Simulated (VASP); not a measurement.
Sr: electric field gradients with r2SCAN

Sr:

```
Sr
1.0
     4.35780    0.00000    0.00000
    -2.17890    3.77397    0.00000
     0.00000    0.00000    7.13726
Sr
2
Direct
  0.33333 0.66667 0.25000
  0.66667 0.33333 0.75000
```

This isn't the form of Sr at room conditions, which is fcc.

```json
{
 "Program": "VASP 6.6.1",
 "Task": "electric field gradients",
 "Functional": "r2SCAN",
 "Potentials or basis": "VASP PAW PBE potentials, release 64 (Sr_sv)",
 "Cutoff": "520 eV",
 "k mesh": "11 × 11 × 6",
 "Occupations": "fermi-dirac, width 0.05 eV",
 "Spin": "no spin polarisation",
 "Dipole correction": "no",
 "Further INCAR settings": "ALGO = Normal; EDIFF = 1e-08; NBANDS = 17"
}
```

| Property | Result |
| --- | --- |
| Pressure | -0.3 GPa |
| Band gap on the k mesh | zero (bands 10 and 11 overlap by 0.31 eV) |
| Largest electric field gradient by atom | Sr -9.2 V/Å² |

Stress tensor (GPa, compression positive):
```
-0.36  0.00  0.00
 0.00 -0.36  0.00
 0.00  0.00 -0.13
```

Levels at points of the mesh, in eV from the Fermi level:
| k point | band 7 | band 8 | band 9 | band 10 | band 11 | band 12 | band 13 | band 14 |
| --- | --- | --- | --- | --- | --- | --- | --- | --- |
| (0.00, 0.00, 0.00) | -19.45 | -19.44 | -3.78 | -1.08 | -0.16 | 2.54 | 2.54 | 2.54 |
| (0.00, 0.00, 0.50) | -19.46 | -19.46 | -2.83 | -2.83 | 1.40 | 1.40 | 2.54 | 2.54 |

Electric field gradients, principal values (V/Å²):
```csv
atom,least,middle,greatest (by size)
1 Sr,4.576,4.576,-9.152
2 Sr,4.576,4.576,-9.152
```

Run time: 15 min on 1 thread of AMD EPYC 7R43 64-Core Processor (Zen 3), on a shared host, peak memory 0.26 GiB.

Caveat: without QUAD_EFG the Cq values of the log hold for a quadrupole moment of 1 mb, not for the nuclei; the PAW data sets were made with another functional, which shifts forces and pressure a little.
